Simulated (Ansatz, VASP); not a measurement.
**HfB2 in VASP and in Ansatz**

INCAR

```
SYSTEM = HfB2
  PREC = Accurate
  ENCUT = 520
  EDIFF = 1E-6
  ISMEAR = -1
  SIGMA = 0.03
  LREAL = .False.
  LASPH = .True.
  NELM = 60
  ALGO = Normal
  ISIF = 2
  LWAVE = .False.
  LCHARG = .True.
  GGA = PS
  LELF = .True.
  LVHAR = .True.
  NBANDS = 15
```

File KPOINTS:

```
Automatic mesh
0
Gamma
  15 15 12
  0 0 0
```

Contents of POSCAR:

```
HfB2
1.0
    3.1086000995      0.0000000000      0.0000000000
   -1.5543000498      2.6921266564      0.0000000000
    0.0000000000      0.0000000000      3.4800000000
Hf B
1 2
Direct
    0.0000000000      0.0000000000      0.0000000000
    0.3333333333      0.6666666667      0.5000000000
    0.6666666667      0.3333333333      0.5000000000
```

Input for Ansatz:

```yaml
crystal:
  lattice:
    - [3.1086000995, 0.0, 0.0]
    - [-1.5543000498, 2.6921266564, 0.0]
    - [0.0, 0.0, 3.48]
  atoms:
    - { symbol: Hf, position: [0.0, 0.0, 0.0] }
    - { symbol: B, position: [0.3333333333, 0.6666666667, 0.5] }
    - { symbol: B, position: [0.6666666667, 0.3333333333, 0.5] }
kpoints:
  mp_grid: { grid: [15, 15, 12] }
  band_path:
    path:
      - [0.0, 0.0, 0.0]
      - [0.5, 0.0, 0.0]
      - [0.3333333333, 0.3333333333, 0.0]
      - [0.0, 0.0, 0.0]
      - [0.0, 0.0, 0.5]
      - [0.5, 0.0, 0.5]
      - [0.3333333333, 0.3333333333, 0.5]
      - [0.0, 0.0, 0.5]
      - [0.5, 0.0, 0.5]
    npoints: 5
scf:
  occupations: { method: fermi_dirac, width: 0.03 }
hamiltonian:
  xc: pbesol
  pseudopotentials: { kind: all_electron, lapw: { basis_error: 0.001 } }
output:
  forces: true
  stress: true
  eigenvalues: true
```

Change from the starting cell: equal xx and yy strain of -1 %.

Alike in both runs: task single point; functional PBEsol; k mesh 15 × 15 × 12; occupations fermi-dirac, width 0.03 eV; no spin polarisation.

```csv
,VASP,Ansatz
version,VASP 6.6.1,Ansatz 0.2.0
potentials or method,"VASP PAW PBE potentials, release 64 (Hf_pv, B), cutoff 520 eV","all-electron LAPW, scalar-relativistic"
```

VASP gave:

- pressure (GPa): 0.9
- traceless stress, the component that is largest in VASP (GPa): -3.66

Task: Estimate Ansatz's values.

Result: Pressure (GPa): 1.1; traceless stress, the component that is largest in VASP (GPa): -3.82.

VASP's potentials were made for PBE, not for PBEsol. Ansatz ran all-electron here, and VASP with PAW potentials.

Neither program's run includes spin-orbit coupling.
